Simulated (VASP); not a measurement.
Write the native input for VASP 6.6.1 that does the following.

- Task: single point
- Functional: r2SCAN
- Potentials or basis: VASP PAW PBE potentials, release 64 (Ti_sv, O)
- Cutoff: 520 eV
- k mesh: 1 × 1 × 1
- Occupations: gaussian, width 0.01 eV
- Spin: no spin polarisation
- Dipole correction: no
- Further INCAR settings: ALGO = Normal; EDIFF = 1e-06; NBANDS = 16

The system is TiO.

```
Ti O
1.0
     3.03100    0.00000    0.00000
    -1.51550    2.62492    0.00000
     0.00000    0.00000    3.23770
Ti O
1 1
Direct
  0.66667 0.33333 0.00000
  0.00000 0.00000 0.50000
```

One way to write it, as run:

POSCAR

```
TiO
1.0
    3.0309987015      0.0000000000      0.0000000000
   -1.5154993507      2.6249218743      0.0000000000
    0.0000000000      0.0000000000      3.2377000000
Ti O
1 1
Direct
    0.6666666667      0.3333333333      0.0000000000
    0.0000000000      0.0000000000      0.5000000000
```

INCAR.step1

```
  PREC = Accurate
  ENCUT = 520
  ISMEAR = 0
  SIGMA = 0.01
  LREAL = F
  LASPH = T
  NELM = 80
  NBANDS = 16
  GGA = PE
  ALGO = Normal
  EDIFF = 1E-4
  LWAVE = T
  LCHARG = F
```

INCAR.step2

```
  PREC = Accurate
  ENCUT = 520
  EDIFF = 1E-6
  ISMEAR = 0
  SIGMA = 0.01
  LREAL = F
  LASPH = T
  NELM = 80
  ALGO = Normal
  ISIF = 2
  LWAVE = F
  LCHARG = F
  METAGGA = R2SCAN
  LMIXTAU = T
  NBANDS = 16
  ISTART = 1
```

KPOINTS

```
regular mesh
0
Gamma
  1 1 1
```

Potentials or basis: VASP PAW PBE potentials, release 64 (Ti_sv, O).

Command:

```bash
$ cat potpaw_PBE.64/Ti_sv/POTCAR potpaw_PBE.64/O/POTCAR > POTCAR
$ cp INCAR.step1 INCAR
$ mpirun -np 1 vasp_gam > vasp.out
$ cp INCAR.step2 INCAR
$ mpirun -np 1 vasp_gam > vasp.out
```

Results of the run:

```json
{"Pressure": "-10.6 GPa"}
```

Caveat: the k points lie up to 2.39 Å⁻¹ apart; the PAW data sets were made with another functional, which shifts forces and pressure a little.

Wall time 29 s on 1 thread of Intel Xeon 8259CL (shared host), peak memory 0.14 GiB.
